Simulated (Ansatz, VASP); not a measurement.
**Two plane-wave programs on ZnO**

```
CELL_PARAMETERS angstrom
3.24931 0.00000 0.00000
-1.62465 2.81398 0.00000
0.00000 0.00000 5.20571
ATOMIC_POSITIONS crystal
Zn 0.33333 0.66667 0.50000
Zn 0.66667 0.33333 0.00000
O 0.66667 0.33333 0.37901
O 0.33333 0.66667 0.87901
```

Alike in both runs: task electric field gradients; functional PBEsol; k mesh 8 × 8 × 5; occupations fermi-dirac, width 0.02 eV; no spin polarisation.

```csv
,VASP,Ansatz
version,VASP 6.6.1,Ansatz 0.2.0
potentials or method,"VASP PAW PBE potentials, release 64 (Zn, O), cutoff 520 eV","plane-wave PAW, scalar-relativistic"
valence electrons in the cell,36,36
```

```tsv
	VASP	Ansatz	Ansatz less VASP
pressure (GPa)	-0.5	-1.5	-0.99
traceless stress, the component that is largest in VASP (GPa)	1.15	1.10	-0.049
rms of the force components (eV/Å)	0.038	0.036	-0.0020
size of Vzz on the site where it differs most (V/Å²)	1.9	1.8	-0.09
```

VASP's potentials were made for PBE, not for PBEsol. Atom by atom the forces differ by 0.002 eV/Å (rms over components). With one functional, cell and mesh, what is left measures potentials, basis and numerics.
